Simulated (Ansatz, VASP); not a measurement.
AlN: VASP beside Ansatz

```
Al N
1.0
     3.11300    0.00000    0.00000
    -1.55650    2.69594    0.00000
     0.00000    0.00000    4.97104
Al N
2 2
Direct
  0.33333 0.66667 0.00000
  0.66667 0.33333 0.50000
  0.33333 0.66667 0.38000
  0.66667 0.33333 0.88000
```

Alike in both runs: task relaxation of the atoms; functional LDA; k mesh 9 × 9 × 6; no spin polarisation.

```csv
,VASP,Ansatz
version,VASP 6.6.1,Ansatz 0.2.0
potentials or method,"VASP PAW LDA potentials, release 64 (Al, N)","scalar-relativistic, plane waves, PAW"
plane-wave cutoff (eV),520,420
occupations,"gaussian, width 0.01 eV",fixed
valence electrons in the cell,16,16
```

|  | VASP | Ansatz | Ansatz less VASP |
| --- | --- | --- | --- |
| gap on the k mesh at the Fermi level, each at its own relaxed structure (eV) | 4.22 | 4.22 | -0.007 |

LDA's correlation is that of Perdew and Zunger in VASP and of Perdew and Wang (1992) in Ansatz. Ansatz's warnings: stress scf threshold loose.
